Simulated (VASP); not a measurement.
**Ge: single point with PBE**

The system is Ge.

```
Ge
1.0
     4.05816    0.00000    0.00000
    -2.02908    3.51447    0.00000
     0.00000    0.00000    6.89330
Ge
4
Direct
  0.66667 0.33333 0.06279
  0.33333 0.66667 0.56279
  0.66667 0.33333 0.43721
  0.33333 0.66667 0.93721
```

This cell differs from its parent crystal: strain +0.000 along x and y, +0.030 along z.

```yaml
Program: VASP 6.6.1
Task: single point
Functional: PBE
Potentials_or_basis: VASP PAW PBE potentials, release 64 (Ge_d)
Cutoff: 520 eV
k_mesh: 12 × 12 × 8
Occupations: gaussian, width 0.15 eV
Spin: no spin polarisation
```

```
Pressure      : -1.6 GPa
Largest force : 0.177 eV/Å
```

Forces in eV/Å, atoms in the order of the input:
```
Ge   0.000  0.000  0.177
Ge   0.000  0.000  0.177
Ge   0.000  0.000 -0.177
Ge   0.000  0.000 -0.177
```

Stress tensor (GPa, compression positive):
```
-0.22  0.00  0.00
 0.00 -0.22  0.00
 0.00  0.00 -4.22
```

Levels at points of the mesh, in eV from the Fermi level:
```csv
k point,band 26,band 27,band 28,band 29,band 30,band 31
"(0.00, 0.00, 0.00)",-0.79,-0.20,-0.06,0.05,0.05,2.38
"(0.50, 0.00, 0.00)",-2.77,-2.53,-1.43,0.68,1.28,3.47
"(0.00, 0.00, 0.50)",-0.74,-0.74,-0.74,0.58,0.58,3.34
"(0.50, 0.00, 0.50)",-2.47,-2.22,-2.22,0.41,0.41,2.08
```

Run time: 6.3 min on 1 thread of Intel Xeon 8259CL (shared host), peak memory 0.37 GiB.

Caveat: the cell differs from its parent crystal (strain +0.000 along x and y, +0.030 along z).
